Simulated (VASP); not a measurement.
# Ag in VASP: further runs

Aim: see how the results for Ag move with the level of theory and the settings. Levels: PBE, LDA. Tasks: single point.

All numbers are computed with VASP 6.6.1; they aren't measurements. Logs are shortened: lines on timing, memory, paths and dates and some standing lists are left out, and cuts for length are marked.

### 1 The cell of the first run

The structure is tetragonal, space group I4/mmm (No. 139). Conventional cell: a = 2.911 Å, b = 2.911 Å, c = 4.025 Å, α = 90.00°, β = 90.00°, γ = 90.00°. Ag (site symmetry 4/mmm) has 12 Ag at 2.88 to 2.91 Å within 3.8 Å.

### 2 Single point, PBE (z stretched by -1.5 % at fixed volume)

INCAR reads:

```
SYSTEM = Ag
  ALGO = Normal
  EDIFF = 1E-6
  ENCUT = 520
  GGA = PE
  ISIF = 2
  ISMEAR = -1
  LASPH = .TRUE.
  LCHARG = .FALSE.
  LREAL = .FALSE.
  LWAVE = .FALSE.
  NBANDS = 12
  NELM = 100
  PREC = Accurate
  SIGMA = 0.05
```

KPOINTS reads:

```
k-points
0
G
  15 15 15
  0 0 0
```

POSCAR reads:

```
Ag
1.0
    0.0000000000      2.0585978200      2.0124535000
    2.0585978200      0.0000000000      2.0124535000
    2.0585978200      2.0585978200      0.0000000000
Ag
1
Direct
    0.0000000000      0.0000000000      0.0000000000
```

Potentials or basis: VASP PAW PBE potentials, release 64 (Ag).

Started as:

```bash
> cat potpaw_PBE.64/Ag/POTCAR > POTCAR
> mpirun -np 1 vasp_std > vasp.out
```

OUTCAR:

```text
SYSTEM = Ag
   EDIFF = 1E-6
   ENCUT = 520
   GGA = PE
   ISIF = 2
   ISMEAR = -1
   LASPH = .TRUE.
   LREAL = .FALSE.
   NELM = 100
   PREC = Accurate

 ion  position               nearest neighbor table
   1  0.000  0.000  0.000-

  LATTYP: Found a body centered tetragonal cell.
 ALAT       =     2.9112969565
 C/A-ratio  =     1.3825133815

  Lattice vectors:

 A1 = (   0.0000000000,  -2.0585978200,  -2.0124535000)
 A2 = (   0.0000000000,   2.0585978200,  -2.0124535000)
 A3 = (   2.0585978200,   0.0000000000,   2.0124535000)

Analysis of symmetry for initial positions (statically):
=====================================================================
 Subroutine PRICEL returns:
 Original cell was already a primitive cell.

 Routine SETGRP: Setting up the symmetry group for a
 body centered tetragonal supercell.

 Subroutine GETGRP returns: Found 16 space group operations
 (whereof 16 operations were pure point group operations)
 out of a pool of 16 trial point group operations.

The static configuration has the point symmetry D_4h.

Analysis of symmetry for dynamics (positions and initial velocities):
=====================================================================
 Subroutine PRICEL returns:
 Original cell was already a primitive cell.

 Routine SETGRP: Setting up the symmetry group for a
 body centered tetragonal supercell.

 Subroutine GETGRP returns: Found 16 space group operations
 (whereof 16 operations were pure point group operations)
 out of a pool of 16 trial point group operations.

The dynamic configuration has the point symmetry D_4h.

 Subroutine INISYM returns: Found 16 space group operations
 (whereof 16 operations are pure point group operations),
 and found     1 'primitive' translations

----------------------------------------------------------------------------------------

                                     Primitive cell

  volume of cell :      17.0569

  direct lattice vectors                    reciprocal lattice vectors
     0.000000000  2.058597820  2.012453500    -0.242883770  0.242883770  0.248452946
     2.058597820  0.000000000  2.012453500     0.242883770 -0.242883770  0.248452946
     2.058597820  2.058597820  0.000000000     0.242883770  0.242883770 -0.248452946

  length of vectors
     2.878852909  2.878852909  2.911296957     0.423926784  0.423926784  0.423926784

  position of ions in fractional coordinates (direct lattice)
     0.000000000  0.000000000  0.000000000

  ion indices of the primitive-cell ions
   primitive index   ion index
                 1           1
[... 75 lines left out ...]
   NSW    =      0    number of steps for IOM
   IBRION =     -1    ionic relax: 0-MD 1-quasi-New 2-CG
   NFREE  =      0    steps in history (QN), initial steepest desc. (CG)
   ISIF   =      2    stress and relaxation
   ISYM   =      2    0-nonsym 1-usesym 2-fastsym
   POTIM  = 0.5000    time-step for ionic-motion
   TEBEG  =    0.0;   TEEND  =   0.0 temperature during run
   PSTRESS=    0.0 pullay stress
   NELECT =      11.0000    total number of electrons
   NUPDOWN=      -1.0000    fix difference up-down
   EMIN   =  10.00;   EMAX   =-10.00  energy-range for DOS
   EFERMI =   0.00;   METHOD = LEGACY
   ISMEAR =    -1;   SIGMA  =   0.05  broadening in eV -4-tet -1-fermi 0-gaus
   EFERMI_NEDOS =   21; number of points for ismear=-14 and -15
   IALGO  =     38    algorithm
   IMIX   =      4    mixing-type and parameters
     AMIX     =   0.40;   BMIX     =  1.00
     AMIX_MAG =   1.60;   BMIX_MAG =  1.00
  volume/ion in A,a.u.               =      17.06       115.11
  Fermi-wavevector in a.u.,A,eV,Ry     =   1.414402  2.672832 27.218893  2.000532
  Thomas-Fermi vector in A             =   2.535948
   LORBIT       =      0    0 simple, 1 ext, 2 COOP (PROOUT), +10 PAW based schemes
   GGA     = PE    functional components
   LHFCALC =     F    Hartree Fock is set to
   AEXX    =    0.0000 exact exchange contribution
   IVDW    =     0    specifies the selected vdW correction
   LEPSILON=     F    determine dielectric tensor
   LRPA    =     F    only Hartree local field effects (RPA)
 non-spin polarized calculation
  energy-cutoff  :      520.00
  volume of cell :       17.06
 maximum number of plane-waves:       479
 NGX is ok and might be reduce to    24
   NGX = 11   NGY = 11   NGZ = 11

 number of electron      10.9999999 magnetization

 Free energy of the ion-electron system (eV)
  ---------------------------------------------------
  ext. energy  EPLUGINS =         0.00000000
  ---------------------------------------------------
  free energy    TOTEN  =        -2.70497772 eV

  energy without entropy =       -2.70200243  energy(sigma->0) =       -2.70349007

 E-fermi :   8.5655     XC(G=0): -12.2083

 val. band max:        8.5451606834   @ k =  -0.4000   0.1333   0.0000
 cond. band min:       8.5706094313   @ k =   0.4667  -0.0000   0.2667
 fundamental gap:      0.0254487479
 Fermi energy:         8.5655237346

 k-point     1 :       0.0000    0.0000    0.0000
  band No.  band energies     occupation
      1       0.6597      2.00000
      2       3.5700      2.00000
      3       3.5700      2.00000
      4       3.7109      2.00000
      5       4.5750      2.00000
      6       4.7185      2.00000
      7      24.4565      0.00000
      8      27.9246      0.00000
      9      27.9246      0.00000
     10      28.2295      0.00000
     11      32.8307      0.00000
     12      33.7928      0.00000
[... 331 lines left out ...]
 k-point    24 :       0.2000    0.1333    0.0000
  band No.  band energies     occupation
      1       1.8228      2.00000
      2       3.2851      2.00000
      3       3.9607      2.00000
      4       3.9621      2.00000
      5       4.4536      2.00000
      6       4.7872      2.00000
      7      23.4492      0.00000
      8      25.0354      0.00000
      9      25.4232      0.00000
     10      27.0271      0.00000
     11      31.0773      0.00000
     12      33.6211      0.00000

 [... further k-points ...]
[... 5 lines left out ...]
  --------------------------------------------------------------------------------------
  -------------------------------------------------------------------------------------
  Total        0.4659878      0.4659878      0.4793156      0.0000000      0.0000000      0.0000000
  in kB       43.7709769     43.7709769     45.0228832      0.0000000      0.0000000      0.0000000
  external PRESSURE =      44.1882790 kB  Pullay stress =       0.0000000 kB

 VOLUME and BASIS-vectors are now :
 -----------------------------------------------------------------------------
  energy-cutoff  :      520.00
  volume of cell :       17.06
      direct lattice vectors                 reciprocal lattice vectors
     0.000000000  2.058597820  2.012453500    -0.242883770  0.242883770  0.248452946
     2.058597820  0.000000000  2.012453500     0.242883770 -0.242883770  0.248452946
     2.058597820  2.058597820  0.000000000     0.242883770  0.242883770 -0.248452946

 POSITION                                       TOTAL-FORCE (eV/Angst)
 -----------------------------------------------------------------------------------
      0.00000      0.00000      0.00000         0.000000      0.000000     -0.000000
 -----------------------------------------------------------------------------------
    total drift:                               -0.000000      0.000000      0.000000

  FREE ENERGIE OF THE ION-ELECTRON SYSTEM (eV)
  ---------------------------------------------------
  free  energy   TOTEN  =        -2.7049777181 eV

  energy  without entropy=       -2.7020024307  energy(sigma->0) =       -2.70349007
```

stdout:

```text
POSCAR found type information on POSCAR Ag
 POSCAR found :  1 types and       1 ions
 scaLAPACK will be used
 LDA part: xc-table for (Slater+PW92), standard interpolation
 POSCAR, INCAR and KPOINTS ok, starting setup
 FFT: planning ... GRIDC
 FFT: planning ... GRID_SOFT
 FFT: planning ... GRID
 WAVECAR not read
 entering main loop
```

It used 140 s of CPU time on 1 thread of AMD EPYC 7R13 Processor (Zen 3) (shared host).

Results:

```
Free energy : -2.7050 eV
Pressure    : 4.4 GPa
```

[end of part 1 of 2]
